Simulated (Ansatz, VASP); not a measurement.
## One calculation of PtS2, two programs

```
Pt S
1.0
     3.66955    0.00000    0.00000
    -1.83478    3.17792    0.00000
     0.00000    0.00000    6.66549
Pt S
1 2
Direct
  0.00000 0.00000 0.00000
  0.33333 0.66667 0.17660
  0.66667 0.33333 0.82340
```

Alike in both runs: functional PBE; k mesh 12 × 12 × 6; occupations gaussian, width 0.05 eV; no spin polarisation.

Ansatz relaxed the structure, and its values are those at the end. VASP's run is a single point on that final structure, the one shown.

```csv
,VASP,Ansatz
version,VASP 6.6.1,Ansatz 0.2.0
potentials or method,"VASP PAW PBE potentials, release 64 (Pt, S), cutoff 520 eV","scalar-relativistic, plane waves, PAW"
valence electrons in the cell,22,30
```

```tsv
	VASP	Ansatz	Ansatz less VASP
gap on the k mesh at the Fermi level (eV)	1.38	1.38	-0.002
least direct gap on the mesh (eV)	1.48	1.47	-0.005
pressure (GPa)	-3.0	-2.7	+0.31
rms of the force components (eV/Å)	0.015	0.000	-0.0152
```

The functional is the same, so the differences come from potentials, cutoffs and numerics. VASP's potentials hold 22 valence electrons a cell and Ansatz's 30, so a difference there can come from the potentials and not from the codes. Ansatz's warnings: stress scf threshold loose.

Neither program's run includes spin-orbit coupling.
